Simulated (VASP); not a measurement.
# WC (F-43m) in VASP: further runs

The runs below take WC through single point, with PBEsol-based global hybrid with 25 % exact exchange, B3LYP, HSE06.

All numbers are computed with VASP 6.6.1; they aren't measurements. Logs are shortened: lines on timing, memory, paths and dates and some standing lists are left out, and cuts for length are marked.

### Step 1. The cell of the first run

Symmetry: F-43m, No. 216, cubic system. Conventional cell: a = 4.604 Å, b = 4.604 Å, c = 4.604 Å, α = 90.00°, β = 90.00°, γ = 90.00°. Within 2.6 Å of W (site symmetry -43m) lie 4 C at 1.99 Å. C (site symmetry -43m) has 4 W at 1.99 Å within 2.6 Å.

### Step 2. Single point, PBEsol-based global hybrid with 25 % exact exchange

The input, POSCAR:

```
WC
1.0
    0.0000000000      2.3021091000      2.3021091000
    2.3021091000      0.0000000000      2.3021091000
    2.3021091000      2.3021091000      0.0000000000
W C
1 1
Direct
    0.0000000000      0.0000000000      0.0000000000
    0.7500000000      0.7500000000      0.7500000000
```

The input, INCAR.step1:

```
ALGO = Normal ; EDIFF = 1E-5
ENCUT = 520 ; GGA = PE
ISIF = 2 ; ISMEAR = -1
LASPH = True ; LREAL = False
LWAVE = True ; NBANDS = 16
NELM = 60 ; PREC = Accurate
SIGMA = 0.05
```

The input, INCAR.step2:

```
AEXX = 0.25 ; ALGO = Normal
EDIFF = 1E-6 ; ENCUT = 520
GGA = PS ; ISIF = 2
ISMEAR = -1 ; ISTART = 1
LASPH = True ; LCHARG = True
LELF = True ; LHFCALC = True
LREAL = False ; LVHAR = True
LWAVE = False ; NBANDS = 16
NELM = 60 ; PREC = Accurate
PRECFOCK = Normal ; SIGMA = 0.05
```

The input, KPOINTS:

```
k-points
0
Gamma
  5 5 5
```

Potentials or basis: VASP PAW PBE potentials, release 64 (W_sv, C).

On the command line:

```
cat potpaw_PBE.64/W_sv/POTCAR potpaw_PBE.64/C/POTCAR > POTCAR
cp INCAR.step1 INCAR
mpirun -np 1 vasp_std > vasp.out
cp INCAR.step2 INCAR
mpirun -np 1 vasp_std > vasp.out
```

OUTCAR:

```text
AEXX = 0.25
   EDIFF = 1E-6
   ENCUT = 520
   GGA = PS
   ISIF = 2
   ISMEAR = -1
   ISTART = 1
   LASPH = True
   LHFCALC = True
   LREAL = False
   NELM = 60
   PREC = Accurate
   PRECFOCK = Normal

 ion  position               nearest neighbor table
   1  0.000  0.000  0.000-   2 1.99   2 1.99   2 1.99   2 1.99
   2  0.750  0.750  0.750-   1 1.99   1 1.99   1 1.99   1 1.99

  LATTYP: Found a face centered cubic cell.
 ALAT       =     4.6042182000

  Lattice vectors:

 A1 = (   0.0000000000,   2.3021091000,   2.3021091000)
 A2 = (   2.3021091000,   0.0000000000,   2.3021091000)
 A3 = (   2.3021091000,   2.3021091000,   0.0000000000)

Analysis of symmetry for initial positions (statically):
=====================================================================
 Subroutine PRICEL returns:
 Original cell was already a primitive cell.

 Routine SETGRP: Setting up the symmetry group for a
 face centered cubic supercell.

 Subroutine GETGRP returns: Found 24 space group operations
 (whereof 24 operations were pure point group operations)
 out of a pool of 48 trial point group operations.

The static configuration has the point symmetry T_d .

Analysis of symmetry for dynamics (positions and initial velocities):
=====================================================================
 Subroutine PRICEL returns:
 Original cell was already a primitive cell.

 Routine SETGRP: Setting up the symmetry group for a
 face centered cubic supercell.

 Subroutine GETGRP returns: Found 24 space group operations
 (whereof 24 operations were pure point group operations)
 out of a pool of 48 trial point group operations.

The dynamic configuration has the point symmetry T_d .

 Subroutine INISYM returns: Found 24 space group operations
 (whereof 24 operations are pure point group operations),
 and found     1 'primitive' translations

----------------------------------------------------------------------------------------

                                     Primitive cell

  volume of cell :      24.4010

  direct lattice vectors                    reciprocal lattice vectors
     0.000000000  2.302109100  2.302109100    -0.217192139  0.217192139  0.217192139
     2.302109100  0.000000000  2.302109100     0.217192139 -0.217192139  0.217192139
     2.302109100  2.302109100  0.000000000     0.217192139  0.217192139 -0.217192139

  length of vectors
     3.255673911  3.255673911  3.255673911     0.376187820  0.376187820  0.376187820

  position of ions in fractional coordinates (direct lattice)
     0.000000000  0.000000000  0.000000000
     0.750000000  0.750000000  0.750000000

  ion indices of the primitive-cell ions
   primitive index   ion index
                 1           1
                 2           2

----------------------------------------------------------------------------------------

 KPOINTS: k-points

Automatic generation of k-mesh.
 Grid dimensions read from file:
 generate k-points for:    5    5    5

 Generating k-lattice:

  Cartesian coordinates                     Fractional coordinates (reciprocal lattice)
    -0.043438428  0.043438428  0.043438428     0.200000000  0.000000000  0.000000000
     0.043438428 -0.043438428  0.043438428     0.000000000  0.200000000  0.000000000
     0.043438428  0.043438428 -0.043438428     0.000000000  0.000000000  0.200000000

  Length of vectors
     0.075237564  0.075237564  0.075237564

  Shift w.r.t. Gamma in fractional coordinates (k-lattice)
     0.000000000  0.000000000  0.000000000

 Subroutine IBZKPT returns following result:
 ===========================================

 Found     10 irreducible k-points:

 Following reciprocal coordinates:
            Coordinates               Weight
  0.000000  0.000000  0.000000      1.000000
  0.200000  0.000000  0.000000      8.000000
  0.400000  0.000000  0.000000      8.000000
  0.200000  0.200000  0.000000      6.000000
  0.400000  0.200000  0.000000     24.000000
 -0.400000  0.200000  0.000000     24.000000
 -0.200000  0.200000  0.000000     12.000000
  0.400000  0.400000  0.000000      6.000000
 -0.400000  0.400000  0.000000     12.000000
 -0.400000  0.400000  0.200000     24.000000
   k-points           NKPTS =     10   k-points in BZ     NKDIM =    125   number of bands    NBANDS=     16
   number of dos      NEDOS =    301   number of ions     NIONS =      2
   total plane-waves  NPLWV =  13824
   dimension x,y,z NGX =    24 NGY =   24 NGZ =   24
   dimension x,y,z NGXF=    48 NGYF=   48 NGZF=   48
   ions per type =               1   1
   NGX,Y,Z   is equivalent  to a cutoff of  12.26, 12.26, 12.26 a.u.
   NGXF,Y,Z  is equivalent  to a cutoff of  24.51, 24.51, 24.51 a.u.
 SYSTEM =  unknown system
   PREC   = accura    normal or accurate (medium, high low for compatibility)
   ISTART =      1    job   : 0-new  1-cont  2-samecut
   ICHARG =      0    charge: 1-file 2-atom 10-const
   ISPIN  =      1    spin polarized calculation?
   LNONCOLLINEAR =      F non collinear calculations
   LSORBIT =      F    spin-orbit coupling
   LASPH  =      T    aspherical Exc in radial PAW
   ENCUT  =  520.0 eV  38.22 Ry    6.18 a.u.   6.05  6.05  6.05*2*pi/ulx,y,z
   NELM   =     60;   NELMIN=  2; NELMDL=  0     # of ELM steps
   EDIFF  = 0.1E-05   stopping-criterion for ELM
   LREAL  =      F    real-space projection
   EDIFFG = 0.1E-04   stopping-criterion for IOM
   NSW    =      0    number of steps for IOM
   IBRION =     -1    ionic relax: 0-MD 1-quasi-New 2-CG
   NFREE  =      0    steps in history (QN), initial steepest desc. (CG)
   ISIF   =      2    stress and relaxation
   ISYM   =      3    0-nonsym 1-usesym 2-fastsym
   POTIM  = 0.5000    time-step for ionic-motion
   TEBEG  =    0.0;   TEEND  =   0.0 temperature during run
   PSTRESS=    0.0 pullay stress
   NELECT =      18.0000    total number of electrons
   NUPDOWN=      -1.0000    fix difference up-down
   EMIN   =  10.00;   EMAX   =-10.00  energy-range for DOS
   EFERMI =   0.00;   METHOD = LEGACY
   ISMEAR =    -1;   SIGMA  =   0.05  broadening in eV -4-tet -1-fermi 0-gaus
   EFERMI_NEDOS =   21; number of points for ismear=-14 and -15
   IALGO  =     38    algorithm
   IMIX   =      1    mixing-type and parameters
     AMIX     =   0.40;   BMIX     =  1.00
     AMIX_MAG =   1.60;   BMIX_MAG =  1.00
  volume/ion in A,a.u.               =      12.20        82.33
  Fermi-wavevector in a.u.,A,eV,Ry     =   1.479210  2.795301 29.770385  2.188062
  Thomas-Fermi vector in A             =   2.593396
   LORBIT       =      0    0 simple, 1 ext, 2 COOP (PROOUT), +10 PAW based schemes
   GGA     = PS    functional components
   LHFCALC =     T    Hartree Fock is set to
   PRECFOCK=normal    Normal, Fast or Accurate (Low or Medium for compatibility)
   ENCUT4O =  -1.0   cutoff for four orbital integrals eV
   NKREDX  =     1    reduce k-point grid by
   NKREDY  =     1    reduce k-point grid by
   NKREDZ  =     1    reduce k-point grid by
   AEXX    =    0.2500 exact exchange contribution
   HFSCREEN=    0.0000 screening length (either q_TF or 0.3 A-1)
   HFSCREENC=   0.0000 screening length for correlation (either q_TF or 0.3 A-1)
   ENCUTFOCK=  -1.0 apply spherical cutoff to Coloumb kernel
   IVDW    =     0    specifies the selected vdW correction
   LEPSILON=     F    determine dielectric tensor
   LRPA    =     F    only Hartree local field effects (RPA)
 non-spin polarized calculation
  energy-cutoff  :      520.00
  volume of cell :       24.40
 maximum number of plane-waves:       678
  NGX = 20; NGY = 20; NGZ = 20

 number of electron      18.0000001 magnetization

 Free energy of the ion-electron system (eV)
  ---------------------------------------------------
  ext. energy  EPLUGINS =         0.00000000
  ---------------------------------------------------
  free energy    TOTEN  =       -26.92427067 eV

  energy without entropy =      -26.92315909  energy(sigma->0) =      -26.92371488

 E-fermi :   9.3569     XC(G=0): -10.0448

 val. band max:        9.3519330478   @ k =   0.0000   0.0000   0.0000
 cond. band min:       9.3618413686   @ k =   0.0000   0.0000   0.0000
 fundamental gap:      0.0099083208
 Fermi energy:         9.3569359353

 k-point     1 :       0.0000    0.0000    0.0000
  band No.  band energies     occupation
      1     -69.9137      2.00000
      2     -32.5645      2.00000
      3     -32.5645      2.00000
      4     -32.5645      2.00000
      5      -6.9634      2.00000
      6       2.0877      2.00000
[... 8 lines left out ...]
     15      25.6347      0.00000
     16      25.6348      0.00000

 k-point     2 :       0.2000    0.0000    0.0000
  band No.  band energies     occupation
      1     -69.9050      2.00000
      2     -32.7336      2.00000
      3     -32.5874      2.00000
      4     -32.5874      2.00000
      5      -6.1419      2.00000
      6       1.6222      2.00000
[... 8 lines left out ...]
     15      20.8167      0.00000
     16      25.5644      0.00000

 k-point     3 :       0.4000    0.0000    0.0000
  band No.  band energies     occupation
      1     -69.8909      2.00000
      2     -33.0008      2.00000
      3     -32.6264      2.00000
      4     -32.6264      2.00000
      5      -4.9073      2.00000
      6       2.0181      2.00000
[... 8 lines left out ...]
     15      21.5387      0.00000
     16      27.7529      0.00000

 k-point     4 :       0.2000    0.2000    0.0000
  band No.  band energies     occupation
      1     -69.9021      2.00000
      2     -32.7283      2.00000
      3     -32.6272      2.00000
      4     -32.6271      2.00000
      5      -5.8529      2.00000
      6       1.0700      2.00000
[... 8 lines left out ...]
     15      22.8510      0.00000
     16      24.1744      0.00000
[... 58 lines left out ...]
 k-point     8 :       0.4000    0.4000    0.0000
  band No.  band energies     occupation
      1     -69.8833      2.00000
      2     -32.9856      2.00000
      3     -32.7304      2.00000
      4     -32.7303      2.00000
      5      -4.1245      2.00000
      6       0.2012      2.00000
[... 8 lines left out ...]
     15      24.4261      0.00000
     16      26.5533      0.00000

 k-point     9 :      -0.4000    0.4000    0.0000
  band No.  band energies     occupation
      1     -69.8804      2.00000
      2     -32.9781      2.00000
      3     -32.8155      2.00000
      4     -32.7226      2.00000
      5      -3.8765      2.00000
      6       0.8350      2.00000
[... 8 lines left out ...]
     15      23.9504      0.00000
     16      24.7043      0.00000

 k-point    10 :      -0.4000    0.4000    0.2000
  band No.  band energies     occupation
      1     -69.8822      2.00000
      2     -32.9386      2.00000
      3     -32.8182      2.00000
      4     -32.7143      2.00000
      5      -3.9973      2.00000
      6       1.5766      2.00000
[... 8 lines left out ...]
     15      22.3592      0.00000
     16      25.0984      0.00000

------------------------ aborting loop because EDIFF is reached ----------------------------------------

  FORCE on cell =-STRESS in cart. coord.  units (eV):
  Direction    XX          YY          ZZ          XY          YZ          ZX
  --------------------------------------------------------------------------------------
  -------------------------------------------------------------------------------------
  Total        1.0211127      1.0211127      1.0211127     -0.0000000     -0.0000000      0.0000000
  in kB       67.0465689     67.0465689     67.0465689     -0.0000000     -0.0000000      0.0000000
  external PRESSURE =      67.0465689 kB  Pullay stress =       0.0000000 kB

 VOLUME and BASIS-vectors are now :
 -----------------------------------------------------------------------------
  energy-cutoff  :      520.00
  volume of cell :       24.40
      direct lattice vectors                 reciprocal lattice vectors
     0.000000000  2.302109100  2.302109100    -0.217192139  0.217192139  0.217192139
     2.302109100  0.000000000  2.302109100     0.217192139 -0.217192139  0.217192139
     2.302109100  2.302109100  0.000000000     0.217192139  0.217192139 -0.217192139

 POSITION                                       TOTAL-FORCE (eV/Angst)
 -----------------------------------------------------------------------------------
      0.00000      0.00000      0.00000         0.000000      0.000000      0.000000
      3.45316      3.45316      3.45316        -0.000000     -0.000000     -0.000000
 -----------------------------------------------------------------------------------
    total drift:                               -0.000004      0.000019     -0.000001

  FREE ENERGIE OF THE ION-ELECTRON SYSTEM (eV)
  ---------------------------------------------------
  free  energy   TOTEN  =       -26.9242706707 eV

  energy  without entropy=      -26.9231590913  energy(sigma->0) =      -26.92371488
```

Run time: 5 min. Hardware: 1 thread of AMD EPYC 9R45 (Zen 5), shared host; peak memory 0.13 GiB.

What came out:

| Property | Result |
| --- | --- |
| Free energy | -26.9243 eV |
| Pressure | 6.7 GPa |
| Band gap on the k mesh | zero (bands 9 and 10 overlap by 1.67 eV) |

Caveat: the k points lie up to 0.47 Å⁻¹ apart, too coarse for converged energies and pressures of a metal; the PAW data sets were made with another functional, which shifts forces and pressure a little; spin-orbit coupling is left out, which moves the levels of the heavy elements.

### Step 3. Single point, B3LYP

POSCAR is that of step 2.

The input, INCAR.step1:

```
SYSTEM = WC
  PREC = Accurate
  ENCUT = 520
  EDIFF = 1E-5
  ISMEAR = -1
  SIGMA = 0.05
  LREAL = .False.
  LASPH = .True.
  NELM = 100
  ALGO = Normal
  ISIF = 2
  LWAVE = .True.
  LCHARG = .False.
  GGA = PE
  NBANDS = 16
```

The input, INCAR.step2:

```
SYSTEM = WC
  PREC = Accurate
  ENCUT = 520
  EDIFF = 1E-7
  ISMEAR = -1
  SIGMA = 0.05
  LREAL = .False.
  LASPH = .True.
  NELM = 100
  ALGO = Normal
  ISIF = 2
  LWAVE = .False.
  LCHARG = .False.
  GGA = B3
  LHFCALC = .True.
  AEXX = 0.2
  AGGAX = 0.72
  AGGAC = 0.81
  ALDAC = 0.19
  PRECFOCK = Normal
  ISTART = 1
  NBANDS = 16
```

The input, KPOINTS:

```
Automatic mesh
0
Gamma
  5 5 5
  0 0 0
```

Potentials or basis: VASP PAW PBE potentials, release 64 (W_sv, C).

On the command line:

```
cat potpaw_PBE.64/W_sv/POTCAR potpaw_PBE.64/C/POTCAR > POTCAR
cp INCAR.step1 INCAR
mpirun -np 1 vasp_std > vasp.out
cp INCAR.step2 INCAR
mpirun -np 1 vasp_std > vasp.out
```

Wall time 18 min (1 thread of AMD EPYC 9R45 (Zen 5), shared host); peak memory 0.13 GiB.

It converged, with:

```yaml
Free_energy: -23.1868 eV
Pressure: 21.9 GPa
Band_gap_on_the_k_mesh: zero (bands 9 and 10 overlap by 1.46 eV)
```

Levels at points of the mesh, in eV from the Fermi level:
```tsv
k point	band 5	band 6	band 7	band 8	band 9	band 10	band 11	band 12	band 13	band 14
(0.00, 0.00, 0.00)	-15.77	-7.02	-7.02	-7.02	-0.29	0.27	3.79	8.95	8.95	8.95
```

Caveat: the k points lie up to 0.47 Å⁻¹ apart, too coarse for converged energies and pressures of a metal; the PAW data sets were made with another functional, which shifts forces and pressure a little; spin-orbit coupling is left out, which moves the levels of the heavy elements.

(Continued in part 2 of 2.)
